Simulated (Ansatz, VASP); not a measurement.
## Pd: VASP beside Ansatz

```
Pd
1.0
     2.71724    0.00000    0.00000
    -1.35862    2.35320    0.00000
     0.00000    0.00000    4.53284
Pd
2
Direct
  0.33333 0.66667 0.25000
  0.66667 0.33333 0.75000
```

Alike in both runs: task single point; functional revPBE; k mesh 15 × 15 × 8; occupations fermi-dirac, width 0.05 eV; collinear spin.

|  | VASP | Ansatz |
| --- | --- | --- |
| version | VASP 6.6.1 | Ansatz 0.2.0 |
| potentials or method | VASP PAW PBE potentials, release 64 (Pd), cutoff 520 eV | plane waves (420 eV) with PAW, scalar-relativistic |
| valence electrons in the cell | 20 | 36 |

```csv
,VASP,Ansatz,Ansatz less VASP
pressure (GPa),15.2,15.6,+0.31
"traceless stress, the component that is largest in VASP (GPa)",-0.32,-0.27,+0.051
net moment per atom (μB),0.27,0.27,-0.005
size of the moment on the site where the two differ most (μB),0.27,0.28,+0.003
```

VASP's potentials were made for PBE, not for revPBE. Site moments also hang on the region over which each program counts them. VASP's potentials hold 20 valence electrons a cell and Ansatz's 36, so a difference there can come from the potentials and not from the codes.
